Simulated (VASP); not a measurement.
Runs of VASP 6.6.1 on LiNbO3. The structure is that of space group R3c (No. 161), or close to it. The cells are those of the table. 

```csv
cell,gap on the mesh (eV),largest force (eV/Å)
"a = 5.428 Å, angles 56.4°, 10 atoms",(a),0.64
"a = 5.460 Å, angles 55.8°, 10 atoms",3.79,0.70
"a = 5.493 Å, angles 55.1°, 10 atoms",3.79,0.77
"a = 5.305 Å, angles 59.2°, 10 atoms",3.65,0.39
"a = 5.598 Å, angles 53.0°, 10 atoms",3.75,0.94
"a = 5.634 Å, angles 52.4°, 10 atoms",3.72,0.99
```

Alike in all rows: task single point; level PBE; potentials or basis VASP PAW PBE potentials, release 64 (Li_sv, Nb_sv, O); no spin polarisation; k mesh 6 × 6 × 6; cutoff (eV) 520; smearing gaussian 0.05 eV.

Problem. Estimate the missing entries.

Solution. (a) 3.78.

A k mesh can miss the band edges, and the runs leave out spin-orbit coupling on Nb.
